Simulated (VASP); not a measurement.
# Zn (Pm-3m) in VASP: notebook

The runs below take Zn through single point, relaxation of cell and atoms, with PBEsol.

Program: VASP 6.6.1. These are calculated values, not measurements. Logs are shortened: lines on timing, memory, paths and dates and some standing lists are left out, and cuts for length are marked.

### 1 The cell of the first run

The structure is cubic, space group Pm-3m (No. 221). The conventional cell has a = 2.597 Å, b = 2.597 Å, c = 2.597 Å, α = 90.00°, β = 90.00°, γ = 90.00°. Within 3.4 Å of Zn (site symmetry m-3m) lie 6 Zn at 2.60 Å.

### 2 Single point, PBEsol (volume scaled by 1.04)

File INCAR:

```
ALGO     = Normal         # electronic algorithm
EDIFF    = 1E-6           # SCF threshold, eV
ENCUT    = 520            # plane-wave cutoff, eV
GGA      = PS             # functional
ISIF     = 2              # what is computed and relaxed
ISMEAR   = -1             # smearing method
LASPH    = True           # aspherical terms in the spheres
LCHARG   = False          # write CHGCAR
LREAL    = False          # projectors in reciprocal space
LWAVE    = False          # write WAVECAR
NBANDS   = 12             # bands
NELM     = 100            # most SCF steps
PREC     = Accurate       # precision mode
SIGMA    = 0.1            # smearing width, eV
```

File KPOINTS:

```
k-points
0
Gamma
  14 14 14
```

File POSCAR:

```
Zn
1.0
    2.5973066608      0.0000000000      0.0000000000
    0.0000000000      2.5973066608      0.0000000000
    0.0000000000      0.0000000000      2.5973066608
Zn
1
Direct
    0.0000000000      0.0000000000      0.0000000000
```

Potentials or basis: VASP PAW PBE potentials, release 64 (Zn).

Launch:

```bash
> cat potpaw_PBE.64/Zn/POTCAR > POTCAR
> mpirun -np 1 vasp_std > vasp.out
```

OUTCAR:

```text
EDIFF = 1E-6
   ENCUT = 520
   GGA = PS
   ISIF = 2
   ISMEAR = -1
   LASPH = True
   LREAL = False
   NELM = 100
   PREC = Accurate

 ion  position               nearest neighbor table
   1  0.000  0.000  0.000-

  LATTYP: Found a simple cubic cell.
 ALAT       =     2.5973066608

  Lattice vectors:

 A1 = (   2.5973066608,   0.0000000000,   0.0000000000)
 A2 = (   0.0000000000,   2.5973066608,   0.0000000000)
 A3 = (   0.0000000000,   0.0000000000,   2.5973066608)

Analysis of symmetry for initial positions (statically):
=====================================================================
 Subroutine PRICEL returns:
 Original cell was already a primitive cell.

 Routine SETGRP: Setting up the symmetry group for a
 simple cubic supercell.

 Subroutine GETGRP returns: Found 48 space group operations
 (whereof 48 operations were pure point group operations)
 out of a pool of 48 trial point group operations.

The static configuration has the point symmetry O_h .

Analysis of symmetry for dynamics (positions and initial velocities):
=====================================================================
 Subroutine PRICEL returns:
 Original cell was already a primitive cell.

 Routine SETGRP: Setting up the symmetry group for a
 simple cubic supercell.

 Subroutine GETGRP returns: Found 48 space group operations
 (whereof 48 operations were pure point group operations)
 out of a pool of 48 trial point group operations.

The dynamic configuration has the point symmetry O_h .

 Subroutine INISYM returns: Found 48 space group operations
 (whereof 48 operations are pure point group operations),
 and found     1 'primitive' translations

----------------------------------------------------------------------------------------

                                     Primitive cell

  volume of cell :      17.5214

  direct lattice vectors                    reciprocal lattice vectors
     2.597306661  0.000000000  0.000000000     0.385014221  0.000000000  0.000000000
     0.000000000  2.597306661  0.000000000     0.000000000  0.385014221  0.000000000
     0.000000000  0.000000000  2.597306661     0.000000000  0.000000000  0.385014221

  length of vectors
     2.597306661  2.597306661  2.597306661     0.385014221  0.385014221  0.385014221

  position of ions in fractional coordinates (direct lattice)
     0.000000000  0.000000000  0.000000000

  ion indices of the primitive-cell ions
   primitive index   ion index
                 1           1

----------------------------------------------------------------------------------------

 KPOINTS: k-points

Automatic generation of k-mesh.
 Grid dimensions read from file:
 generate k-points for:   14   14   14

 Generating k-lattice:

  Cartesian coordinates                     Fractional coordinates (reciprocal lattice)
     0.027501016  0.000000000  0.000000000     0.071428571  0.000000000  0.000000000
     0.000000000  0.027501016  0.000000000     0.000000000  0.071428571  0.000000000
     0.000000000  0.000000000  0.027501016     0.000000000  0.000000000  0.071428571

  Length of vectors
     0.027501016  0.027501016  0.027501016

  Shift w.r.t. Gamma in fractional coordinates (k-lattice)
     0.000000000  0.000000000  0.000000000

 Subroutine IBZKPT returns following result:
 ===========================================

 Found    120 irreducible k-points:

 Following reciprocal coordinates:
            Coordinates               Weight
  0.000000  0.000000  0.000000      1.000000
  0.071429  0.000000  0.000000      6.000000
  0.142857  0.000000  0.000000      6.000000
  0.214286  0.000000  0.000000      6.000000
  0.285714  0.000000  0.000000      6.000000
  0.357143  0.000000  0.000000      6.000000
[... 16 lines left out ...]
  0.285714  0.214286  0.000000     24.000000
  0.357143  0.214286  0.000000     24.000000
 [... further k-points ...]
   k-points           NKPTS =    120   k-points in BZ     NKDIM =    120   number of bands    NBANDS=     12
   number of dos      NEDOS =    301   number of ions     NIONS =      1
   total plane-waves  NPLWV =   8000
   dimension x,y,z NGX =    20 NGY =   20 NGZ =   20
   dimension x,y,z NGXF=    40 NGYF=   40 NGZF=   40
   ions per type =               1
   NGX,Y,Z   is equivalent  to a cutoff of  12.80, 12.80, 12.80 a.u.
   NGXF,Y,Z  is equivalent  to a cutoff of  25.60, 25.60, 25.60 a.u.
 SYSTEM =  unknown system
   PREC   = accura    normal or accurate (medium, high low for compatibility)
   ISTART =      0    job   : 0-new  1-cont  2-samecut
   ICHARG =      2    charge: 1-file 2-atom 10-const
   ISPIN  =      1    spin polarized calculation?
   LNONCOLLINEAR =      F non collinear calculations
   LSORBIT =      F    spin-orbit coupling
   LASPH  =      T    aspherical Exc in radial PAW
   ENCUT  =  520.0 eV  38.22 Ry    6.18 a.u.   4.83  4.83  4.83*2*pi/ulx,y,z
   NELM   =    100;   NELMIN=  2; NELMDL= -5     # of ELM steps
   EDIFF  = 0.1E-05   stopping-criterion for ELM
   LREAL  =      F    real-space projection
   EDIFFG = 0.1E-04   stopping-criterion for IOM
   NSW    =      0    number of steps for IOM
   IBRION =     -1    ionic relax: 0-MD 1-quasi-New 2-CG
   NFREE  =      0    steps in history (QN), initial steepest desc. (CG)
   ISIF   =      2    stress and relaxation
   ISYM   =      2    0-nonsym 1-usesym 2-fastsym
   POTIM  = 0.5000    time-step for ionic-motion
   TEBEG  =    0.0;   TEEND  =   0.0 temperature during run
   PSTRESS=    0.0 pullay stress
   NELECT =      12.0000    total number of electrons
   NUPDOWN=      -1.0000    fix difference up-down
   EMIN   =  10.00;   EMAX   =-10.00  energy-range for DOS
   EFERMI =   0.00;   METHOD = LEGACY
   ISMEAR =    -1;   SIGMA  =   0.10  broadening in eV -4-tet -1-fermi 0-gaus
   EFERMI_NEDOS =   21; number of points for ismear=-14 and -15
   IALGO  =     38    algorithm
   IMIX   =      4    mixing-type and parameters
     AMIX     =   0.40;   BMIX     =  1.00
     AMIX_MAG =   1.60;   BMIX_MAG =  1.00
  volume/ion in A,a.u.               =      17.52       118.24
  Fermi-wavevector in a.u.,A,eV,Ry     =   1.443041  2.726952 28.332329  2.082367
  Thomas-Fermi vector in A             =   2.561493
   LORBIT       =      0    0 simple, 1 ext, 2 COOP (PROOUT), +10 PAW based schemes
   GGA     = PS    functional components
   LHFCALC =     F    Hartree Fock is set to
   AEXX    =    0.0000 exact exchange contribution
   IVDW    =     0    specifies the selected vdW correction
   LEPSILON=     F    determine dielectric tensor
   LRPA    =     F    only Hartree local field effects (RPA)
 non-spin polarized calculation
  energy-cutoff  :      520.00
  volume of cell :       17.52
 maximum number of plane-waves:       484
 NGX is ok and might be reduce to    20
   NGX =  9   NGY =  9   NGZ =  9

 number of electron      11.9999966 magnetization

 Free energy of the ion-electron system (eV)
  ---------------------------------------------------
  ext. energy  EPLUGINS =         0.00000000
  ---------------------------------------------------
  free energy    TOTEN  =        -1.30049221 eV

  energy without entropy =       -1.28889472  energy(sigma->0) =       -1.29469346

 E-fermi :   1.7670     XC(G=0): -10.9135

 val. band max:        1.7606498715   @ k =   0.4286   0.3571   0.2857
 cond. band min:       1.8322233216   @ k =   0.4286   0.2143   0.0714
 fundamental gap:      0.0715734501
 Fermi energy:         1.7669725825

 k-point     1 :       0.0000    0.0000    0.0000
  band No.  band energies     occupation
      1      -7.4027      2.00000
      2      -6.1464      2.00000
      3      -6.1464      2.00000
      4      -4.9074      2.00000
      5      -4.9074      2.00000
      6      -4.9074      2.00000
      7      14.3281      0.00000
      8      14.3281      0.00000
      9      14.3281      0.00000
     10      17.2696      0.00000
     11      17.2696      0.00000
     12      20.1100      0.00000

 k-point     2 :       0.0714    0.0000    0.0000
  band No.  band energies     occupation
      1      -7.2873      2.00000
      2      -6.1398      2.00000
      3      -6.1130      2.00000
      4      -4.9259      2.00000
      5      -4.9259      2.00000
      6      -4.9059      2.00000
      7      12.5796      0.00000
      8      14.4636      0.00000
      9      14.4636      0.00000
     10      17.3547      0.00000
     11      18.4779      0.00000
     12      20.9080      0.00000

 k-point     3 :       0.1429    0.0000    0.0000
  band No.  band energies     occupation
      1      -6.9596      2.00000
      2      -6.1213      2.00000
      3      -5.9989      2.00000
      4      -4.9775      2.00000
      5      -4.9775      2.00000
      6      -4.9015      2.00000
      7       9.9573      0.00000
      8      14.8644      0.00000
      9      14.8644      0.00000
     10      17.6116      0.00000
     11      19.2378      0.00000
     12      23.5309      0.00000
[... 286 lines left out ...]
 k-point    23 :       0.2857    0.2143    0.0000
  band No.  band energies     occupation
      1      -6.0179      2.00000
      2      -5.6262      2.00000
      3      -5.5031      2.00000
      4      -5.1121      2.00000
      5      -5.0222      2.00000
      6      -4.1125      2.00000
      7       5.8701      0.00000
      8       9.4571      0.00000
      9      17.5667      0.00000
     10      18.7959      0.00000
     11      20.5297      0.00000
     12      27.9432      0.00000

 k-point    24 :       0.3571    0.2143    0.0000
  band No.  band energies     occupation
      1      -5.9677      2.00000
      2      -5.6256      2.00000
      3      -5.4626      2.00000
      4      -5.1799      2.00000
      5      -5.0142      2.00000
      6      -3.0446      2.00000
      7       3.7079      0.00000
      8      10.3978      0.00000
      9      16.8954      0.00000
     10      18.6060      0.00000
     11      21.1460      0.00000
     12      26.3812      0.00000

 [... further k-points ...]

------------------------ aborting loop because EDIFF is reached ----------------------------------------

  FORCE on cell =-STRESS in cart. coord.  units (eV):
  Direction    XX          YY          ZZ          XY          YZ          ZX
  --------------------------------------------------------------------------------------
  -------------------------------------------------------------------------------------
  Total       -0.1838497     -0.1838497     -0.1838497      0.0000000      0.0000000     -0.0000000
  in kB      -16.8114011    -16.8114011    -16.8114011      0.0000000      0.0000000     -0.0000000
  external PRESSURE =     -16.8114011 kB  Pullay stress =       0.0000000 kB

 VOLUME and BASIS-vectors are now :
 -----------------------------------------------------------------------------
  energy-cutoff  :      520.00
  volume of cell :       17.52
      direct lattice vectors                 reciprocal lattice vectors
     2.597306661  0.000000000  0.000000000     0.385014221  0.000000000  0.000000000
     0.000000000  2.597306661  0.000000000     0.000000000  0.385014221  0.000000000
     0.000000000  0.000000000  2.597306661     0.000000000  0.000000000  0.385014221

 POSITION                                       TOTAL-FORCE (eV/Angst)
 -----------------------------------------------------------------------------------
      0.00000      0.00000      0.00000         0.000000      0.000000      0.000000
 -----------------------------------------------------------------------------------
    total drift:                                0.000000      0.000000      0.000000

  FREE ENERGIE OF THE ION-ELECTRON SYSTEM (eV)
  ---------------------------------------------------
  free  energy   TOTEN  =        -1.3004922063 eV

  energy  without entropy=       -1.2888947171  energy(sigma->0) =       -1.29469346
```

It took 25 s on 1 thread of AMD EPYC 7R13, shared host; peak memory 0.14 GiB.

Results:

- Free energy: -1.3005 eV
- Pressure: -1.7 GPa
- Band gap on the k mesh: zero (band 6 reaches 7.46 eV, above the bottom of band 7 at -1.05 eV)

Levels at points of the mesh, in eV from the Fermi level:
| k point | band 4 | band 5 | band 6 | band 7 | band 8 | band 9 |
| --- | --- | --- | --- | --- | --- | --- |
| (0.00, 0.00, 0.00) | -6.67 | -6.67 | -6.67 | 12.56 | 12.56 | 12.56 |
| (0.50, 0.00, 0.00) | -7.03 | -6.64 | -2.87 | -2.81 | 17.20 | 17.20 |
| (0.50, 0.50, 0.00) | -6.97 | -6.39 | 1.43 | 1.43 | 2.76 | 6.27 |
| (0.50, 0.50, 0.50) | -6.37 | -6.37 | 5.69 | 5.69 | 5.69 | 10.09 |

Caveat: the PAW data sets were made with another functional, which shifts forces and pressure a little.

### 3 Single point, PBEsol (volume scaled by 1.08)

File INCAR:

```
SYSTEM = Zn
  PREC = Accurate
  ENCUT = 520
  EDIFF = 1E-7
  ISMEAR = -1
  SIGMA = 0.1
  LREAL = .FALSE.
  LASPH = .TRUE.
  NELM = 100
  ALGO = Normal
  ISIF = 2
  LWAVE = .FALSE.
  LCHARG = .FALSE.
  GGA = PS
  NBANDS = 12
```

File KPOINTS:

```
regular mesh
0
G
  14 14 14
  0 0 0
```

File POSCAR:

```
Zn
1.0
    2.6301874509      0.0000000000      0.0000000000
    0.0000000000      2.6301874509      0.0000000000
    0.0000000000      0.0000000000      2.6301874509
Zn
1
Direct
    0.0000000000      0.0000000000      0.0000000000
```

Potentials or basis: VASP PAW PBE potentials, release 64 (Zn).

Launch:

```bash
> cat potpaw_PBE.64/Zn/POTCAR > POTCAR
> mpirun -np 1 vasp_std > vasp.out
```

Wall time 27 s (1 thread of AMD EPYC 7R13, shared host); peak memory 0.14 GiB.

It converged, with:

```yaml
Free_energy: -1.2891 eV
Pressure: -3.6 GPa
Band_gap_on_the_k_mesh: zero (band 6 reaches 7.09 eV, above the bottom of band 7 at -1.17 eV)
```

Levels at points of the mesh, in eV from the Fermi level:
```
           k point  band 3  band 4  band 5  band 6  band 7  band 8  band 9  band 10
(0.00, 0.00, 0.00)   -7.79   -6.64   -6.64   -6.64   12.25   12.25   12.25    15.17
(0.50, 0.00, 0.00)   -6.97   -6.97   -6.61   -2.83   -2.71   16.70   16.70    19.24
(0.50, 0.50, 0.00)   -6.91   -6.91   -6.37    1.45    1.45    2.54    6.19    21.57
(0.50, 0.50, 0.50)   -7.52   -6.35   -6.35    5.55    5.55    5.55    9.51    10.69
```

Caveat: the PAW data sets were made with another functional, which shifts forces and pressure a little.

### 4 Single point, PBEsol (volume scaled by 1.12)

File INCAR:

```
SYSTEM = Zn
  ALGO = Normal
  EDIFF = 1E-6
  ENCUT = 520
  GGA = PS
  ISIF = 2
  ISMEAR = -1
  LASPH = .TRUE.
  LCHARG = .FALSE.
  LREAL = .FALSE.
  LWAVE = .FALSE.
  NBANDS = 12
  NELM = 100
  PREC = Accurate
  SIGMA = 0.1
```

File KPOINTS:

```
k-points
0
G
  14 14 14
  0 0 0
```

File POSCAR:

```
Zn
1.0
    2.6622660691      0.0000000000      0.0000000000
    0.0000000000      2.6622660691      0.0000000000
    0.0000000000      0.0000000000      2.6622660691
Zn
1
Direct
    0.0000000000      0.0000000000      0.0000000000
```

Launch:

```bash
> cat potpaw_PBE.64/Zn/POTCAR > POTCAR
> mpirun -np 1 vasp_std > vasp.out
```

It took 26 s on 1 thread of AMD EPYC 7R13, shared host; peak memory 0.14 GiB.

It converged, with:

| Property | Result |
| --- | --- |
| Free energy | -1.2710 eV |
| Pressure | -5.0 GPa |
| Band gap on the k mesh | zero (band 6 reaches 6.75 eV, above the bottom of band 7 at -1.23 eV) |

Levels at points of the mesh, in eV from the Fermi level:
```csv
k point,band 2,band 3,band 4,band 5,band 6,band 7,band 8,band 9,band 10,band 11
"(0.00, 0.00, 0.00)",-7.69,-7.69,-6.60,-6.60,-6.60,11.96,11.96,11.96,14.86,14.86
"(0.50, 0.00, 0.00)",-7.48,-6.92,-6.92,-6.58,-2.85,-2.56,16.24,16.24,18.85,19.12
"(0.50, 0.50, 0.00)",-7.40,-6.86,-6.86,-6.35,1.46,1.46,2.33,6.13,20.86,23.11
"(0.50, 0.50, 0.50)",-7.43,-7.43,-6.34,-6.34,5.42,5.42,5.42,8.97,10.50,10.50
```

Caveat: the PAW data sets were made with another functional, which shifts forces and pressure a little.

(Continued in part 2 of 2.)
